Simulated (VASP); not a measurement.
TiAl3: single point with PBEsol

TiAl3:

```
CELL_PARAMETERS angstrom
3.94834 0.00000 0.00000
0.00000 3.94834 0.00000
0.00000 0.00000 3.94834
ATOMIC_POSITIONS crystal
Ti 0.09118 0.00000 0.00000
Al 0.50000 0.50000 0.00000
Al 0.50000 0.00000 0.50000
Al 0.00000 0.50000 0.50000
```

This cell differs from its parent crystal: atom 1 (Ti) moved -0.360 Å towards its neighbour atom 1 (Ti) at 3.948 Å.

```
Program             : VASP 6.6.1
Task                : single point
Functional          : PBEsol
Potentials or basis : VASP PAW PBE potentials, release 64 (Ti_sv, Al)
Cutoff              : 520 eV
k mesh              : 12 × 12 × 12
Occupations         : gaussian, width 0.15 eV
Spin                : no spin polarisation
```

* Pressure: 4.3 GPa
* Largest force: 3.424 eV/Å
* Band gap on the k mesh: zero (an odd number of electrons rules out a gap without spin polarisation)

Forces in eV/Å, atoms in the order of the input:
```
Ti  -3.424  0.000  0.000
Al   1.510  0.000  0.000
Al   1.510  0.000  0.000
Al   0.403  0.000  0.000
```

Stress tensor (GPa, compression positive):
```
5.23 0.00 0.00
0.00 3.88 0.00
0.00 0.00 3.88
```

Levels at points of the mesh, in eV from the Fermi level:
```tsv
k point	band 7	band 8	band 9	band 10	band 11	band 12	band 13	band 14
(0.00, 0.00, 0.00)	-3.14	-2.14	-2.14	-1.80	0.20	0.24	0.24	0.74
(0.50, 0.00, 0.00)	-2.29	-2.22	-2.22	0.45	0.69	0.79	0.79	1.46
(0.00, 0.50, 0.00)	-2.25	-2.17	-2.09	-0.01	0.71	0.83	1.06	1.23
(0.50, 0.50, 0.00)	-6.04	-4.97	-1.29	-1.24	0.65	0.76	1.22	1.27
(0.00, 0.50, 0.50)	-6.06	-4.85	-1.10	-1.10	0.34	0.87	1.09	1.74
(0.50, 0.50, 0.50)	-5.07	-4.76	-3.44	-3.44	-3.32	0.27	1.15	1.37
```

It took 5.2 min on 1 thread of Intel(R) Xeon(R) Platinum 8124M CPU @ 3.00GHz (Skylake/Cascade Lake) (shared host), peak memory 0.32 GiB.

Caveat: the cell differs from its parent crystal (atom 1 (Ti) moved -0.360 Å towards its neighbour atom 1 (Ti) at 3.948 Å); the cell stands under pressure; the PAW data sets were made with another functional, which shifts forces and pressure a little.
